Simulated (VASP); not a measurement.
## CsI: single point with PBE

CsI:

```
Cs I
1.0
     4.56670    0.00000    0.00000
     0.00000    4.56670    0.00000
     0.00000    0.00000    4.52103
Cs I
1 1
Direct
  0.00000 0.00000 0.00000
  0.50000 0.50000 0.50000
```

This cell differs from its parent crystal: strain -0.0100 x Voigt [0, 0, 1, 0, 0, 0].

```
Program             : VASP 6.6.1
Task                : single point
Functional          : PBE
Potentials or basis : VASP PAW PBE potentials, release 64 (Cs_sv, I)
Cutoff              : 500 eV
k mesh              : 6 × 6 × 6
Occupations         : gaussian, width 0.05 eV
Spin                : no spin polarisation
```

```
Pressure               : 0.9 GPa
Band gap on the k mesh : 3.88 eV (least direct gap 3.96 eV)
```

Stress tensor (GPa, compression positive):
```
0.88 0.00 0.00
0.00 0.88 0.00
0.00 0.00 1.06
```

Levels at points of the mesh, in eV from the valence-band top:
| k point | band 4 | band 5 | band 6 | band 7 | band 8 | band 9 | band 10 | band 11 | band 12 | band 13 |
| --- | --- | --- | --- | --- | --- | --- | --- | --- | --- | --- |
| (0.00, 0.00, 0.00) | -7.11 | -7.10 | -0.13 | -0.13 | -0.09 | 3.88 | 4.12 | 4.15 | 7.70 | 7.78 |
| (0.50, 0.00, 0.00) | -7.05 | -7.04 | -1.61 | -0.30 | -0.24 | 5.16 | 6.49 | 6.73 | 6.79 | 7.93 |
| (0.50, 0.50, 0.00) | -7.48 | -7.00 | -0.89 | -0.89 | 0.00 | 4.20 | 4.94 | 6.13 | 6.13 | 9.48 |
| (0.00, 0.00, 0.50) | -7.04 | -7.04 | -1.62 | -0.29 | -0.29 | 5.18 | 6.51 | 6.77 | 6.79 | 7.86 |
| (0.50, 0.00, 0.50) | -7.47 | -7.00 | -0.91 | -0.89 | -0.04 | 4.22 | 4.88 | 6.03 | 6.06 | 9.56 |
| (0.50, 0.50, 0.50) | -7.36 | -7.36 | -1.37 | -1.36 | -1.36 | 7.16 | 7.16 | 7.21 | 7.85 | 7.85 |

Wall time 61 s on 1 thread of Intel Xeon 8259CL (shared host), peak memory 0.23 GiB.

Caveat: the cell differs from its parent crystal (strain -0.0100 x Voigt [0, 0, 1, 0, 0, 0]); spin-orbit coupling is left out, which moves the levels of the heavy elements. A k mesh can miss the band edges.
